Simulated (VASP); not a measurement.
# C (Fd-3m) in VASP: single point with PBE

Aim: the single point of C with PBE.

All numbers are computed with VASP 6.6.1; they aren't measurements. Logs are shortened: lines on timing, memory, paths and dates and some standing lists are left out, and cuts for length are marked.

## 1. The cell of the first run

The structure is cubic, space group Fd-3m (No. 227). Conventional cell: a = 3.566 Å, b = 3.566 Å, c = 3.566 Å, α = 90.00°, β = 90.00°, γ = 90.00°. Within 2.1 Å of C (site symmetry -43m) lie 4 C at 1.54 Å.

## 2. Single point, PBE

File INCAR:

```
SYSTEM = C
ALGO = Normal ; EDIFF = 1E-7
ENCUT = 520 ; GGA = PE
ISIF = 2 ; ISMEAR = -1
LASPH = .TRUE. ; LCHARG = .FALSE.
LREAL = .FALSE. ; LWAVE = .FALSE.
NBANDS = 11 ; NELM = 100
PREC = Accurate ; SIGMA = 0.13605693000000002
```

File KPOINTS:

```
k-points
0
G
  13 13 13
  0 0 0
```

File POSCAR:

```
C
1.0
    0.0000000000      1.7830717486      1.7830717486
    1.7830717486      0.0000000000      1.7830717486
    1.7830717486      1.7830717486      0.0000000000
C
2
Direct
    0.0000000000      0.0000000000      0.0000000000
    0.2500000000      0.2500000000      0.2500000000
```

Potentials or basis: VASP PAW PBE potentials, release 64 (C).

Run with:

```bash
cat potpaw_PBE.64/C/POTCAR > POTCAR
mpirun -np 1 vasp_std > vasp.out
```

OUTCAR:

```text
SYSTEM = C
   EDIFF = 1E-7
   ENCUT = 520
   GGA = PE
   ISIF = 2
   ISMEAR = -1
   LASPH = .TRUE.
   LREAL = .FALSE.
   NELM = 100
   PREC = Accurate

 ion  position               nearest neighbor table
   1  0.000  0.000  0.000-   2 1.54   2 1.54   2 1.54   2 1.54
   2  0.250  0.250  0.250-   1 1.54   1 1.54   1 1.54   1 1.54

  LATTYP: Found a face centered cubic cell.
 ALAT       =     3.5661434972

  Lattice vectors:

 A1 = (   0.0000000000,   1.7830717486,   1.7830717486)
 A2 = (   1.7830717486,   0.0000000000,   1.7830717486)
 A3 = (   1.7830717486,   1.7830717486,   0.0000000000)

Analysis of symmetry for initial positions (statically):
=====================================================================
 Subroutine PRICEL returns:
 Original cell was already a primitive cell.

 Routine SETGRP: Setting up the symmetry group for a
 face centered cubic supercell.

 Subroutine GETGRP returns: Found 48 space group operations
 (whereof 24 operations were pure point group operations)
 out of a pool of 48 trial point group operations.

The static configuration has the point symmetry T_d .
 The point group associated with its full space group is O_h .

Analysis of symmetry for dynamics (positions and initial velocities):
=====================================================================
 Subroutine PRICEL returns:
 Original cell was already a primitive cell.

 Routine SETGRP: Setting up the symmetry group for a
 face centered cubic supercell.

 Subroutine GETGRP returns: Found 48 space group operations
 (whereof 24 operations were pure point group operations)
 out of a pool of 48 trial point group operations.

The dynamic configuration has the point symmetry T_d .
 The point group associated with its full space group is O_h .

 Subroutine INISYM returns: Found 48 space group operations
 (whereof 24 operations are pure point group operations),
 and found     1 'primitive' translations

----------------------------------------------------------------------------------------

                                     Primitive cell

  volume of cell :      11.3380

  direct lattice vectors                    reciprocal lattice vectors
     0.000000000  1.783071749  1.783071749    -0.280414964  0.280414964  0.280414964
     1.783071749  0.000000000  1.783071749     0.280414964 -0.280414964  0.280414964
     1.783071749  1.783071749  0.000000000     0.280414964  0.280414964 -0.280414964

  length of vectors
     2.521644250  2.521644250  2.521644250     0.485692965  0.485692965  0.485692965

[... 87 lines left out ...]
   ISYM   =      2    0-nonsym 1-usesym 2-fastsym
   POTIM  = 0.5000    time-step for ionic-motion
   TEBEG  =    0.0;   TEEND  =   0.0 temperature during run
   PSTRESS=    0.0 pullay stress
   NELECT =       8.0000    total number of electrons
   NUPDOWN=      -1.0000    fix difference up-down
   EMIN   =  10.00;   EMAX   =-10.00  energy-range for DOS
   EFERMI =   0.00;   METHOD = LEGACY
   ISMEAR =    -1;   SIGMA  =   0.14  broadening in eV -4-tet -1-fermi 0-gaus
   EFERMI_NEDOS =   21; number of points for ismear=-14 and -15
   IALGO  =     38    algorithm
   IMIX   =      4    mixing-type and parameters
     AMIX     =   0.40;   BMIX     =  1.00
     AMIX_MAG =   1.60;   BMIX_MAG =  1.00
  volume/ion in A,a.u.               =       5.67        38.26
  Fermi-wavevector in a.u.,A,eV,Ry     =   1.457447  2.754175 28.900827  2.124151
  Thomas-Fermi vector in A             =   2.574247
   LORBIT       =      0    0 simple, 1 ext, 2 COOP (PROOUT), +10 PAW based schemes
   GGA     = PE    functional components
   LHFCALC =     F    Hartree Fock is set to
   AEXX    =    0.0000 exact exchange contribution
   IVDW    =     0    specifies the selected vdW correction
   LEPSILON=     F    determine dielectric tensor
   LRPA    =     F    only Hartree local field effects (RPA)
 non-spin polarized calculation
  energy-cutoff  :      520.00
  volume of cell :       11.34
 maximum number of plane-waves:       322
   NGX =  9   NGY =  9   NGZ =  9

 number of electron       7.9999999 magnetization

 Free energy of the ion-electron system (eV)
  ---------------------------------------------------
  ext. energy  EPLUGINS =         0.00000000
  ---------------------------------------------------
  free energy    TOTEN  =       -18.18515521 eV

  energy without entropy =      -18.18515520  energy(sigma->0) =      -18.18515521

 E-fermi :  11.7675     XC(G=0): -13.2534

 val. band max:        9.7373648275   @ k =   0.0000   0.0000   0.0000
 cond. band min:      13.8802362532   @ k =   0.3846   0.3846   0.0000
 fundamental gap:      4.1428714257
 Fermi energy:        11.7674746539

 k-point     1 :       0.0000    0.0000    0.0000
  band No.  band energies     occupation
      1     -11.7468      2.00000
      2       9.7374      2.00000
      3       9.7374      2.00000
      4       9.7374      2.00000
      5      15.3286      0.00000
      6      15.3286      0.00000
      7      15.3286      0.00000
      8      23.0808      0.00000
      9      29.0376      0.00000
     10      36.2773      0.00000
     11      36.2773      0.00000
[... 309 lines left out ...]
 k-point    24 :       0.4615    0.1538    0.0000
  band No.  band energies     occupation
      1      -6.7314      2.00000
      2      -1.5043      2.00000
      3       5.3044      2.00000
      4       5.8334      2.00000
      5      16.8224      0.00000
      6      20.3252      0.00000
      7      20.6369      0.00000
      8      23.6603      0.00000
      9      30.3510      0.00000
     10      33.0330      0.00000
     11      36.8159      0.00000

 [... further k-points ...]

------------------------ aborting loop because EDIFF is reached ----------------------------------------

  FORCE on cell =-STRESS in cart. coord.  units (eV):
  Direction    XX          YY          ZZ          XY          YZ          ZX
  --------------------------------------------------------------------------------------
  -------------------------------------------------------------------------------------
  Total        0.1897670      0.1897670      0.1897670     -0.0000000      0.0000000     -0.0000000
  in kB       26.8160466     26.8160466     26.8160466     -0.0000000      0.0000000     -0.0000000
  external PRESSURE =      26.8160466 kB  Pullay stress =       0.0000000 kB

 VOLUME and BASIS-vectors are now :
 -----------------------------------------------------------------------------
  energy-cutoff  :      520.00
  volume of cell :       11.34
      direct lattice vectors                 reciprocal lattice vectors
     0.000000000  1.783071749  1.783071749    -0.280414964  0.280414964  0.280414964
     1.783071749  0.000000000  1.783071749     0.280414964 -0.280414964  0.280414964
     1.783071749  1.783071749  0.000000000     0.280414964  0.280414964 -0.280414964

 POSITION                                       TOTAL-FORCE (eV/Angst)
 -----------------------------------------------------------------------------------
      0.00000      0.00000      0.00000        -0.000000     -0.000000     -0.000000
      0.89154      0.89154      0.89154         0.000000      0.000000      0.000000
 -----------------------------------------------------------------------------------
    total drift:                                0.000000      0.000000      0.000000

  FREE ENERGIE OF THE ION-ELECTRON SYSTEM (eV)
  ---------------------------------------------------
  free  energy   TOTEN  =       -18.1851552102 eV

  energy  without entropy=      -18.1851552002  energy(sigma->0) =      -18.18515521
```

It took 8.3 s on 1 thread of Intel Xeon 6975P-C (Granite Rapids), shared host; peak memory 0.12 GiB.

What came out:

```
Free energy            : -18.1852 eV
Pressure               : 2.7 GPa
Band gap on the k mesh : 4.14 eV, indirect (least direct gap 5.59 eV)
```

A k mesh can miss the band edges.
